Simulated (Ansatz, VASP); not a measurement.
## KCl: VASP beside Ansatz

```
K Cl
1.0
     0.00000    3.12408    3.12408
     3.12408    0.00000    3.12408
     3.12408    3.12408    0.00000
K Cl
1 1
Direct
  0.00000 0.00000 0.00000
  0.50000 0.50000 0.50000
```

Alike in both runs: task single point; functional PBE; k mesh 6 × 6 × 6; no spin polarisation.

|  | VASP | Ansatz |
| --- | --- | --- |
| version | VASP 6.6.1 | Ansatz 0.2.0 |
| potentials or method | VASP PAW PBE potentials, release 64 (K_sv, Cl) | plane waves, PAW |
| plane-wave cutoff (eV) | 520 | 420 |
| occupations | gaussian, width 0.01 eV | fixed |
| valence electrons in the cell | 16 | 16 |

|  | VASP | Ansatz | Ansatz less VASP |
| --- | --- | --- | --- |
| gap on the k mesh at the Fermi level (eV) | 5.26 | 5.26 | +0.003 |
| pressure (GPa) | 1.2 | 1.2 | -0.04 |
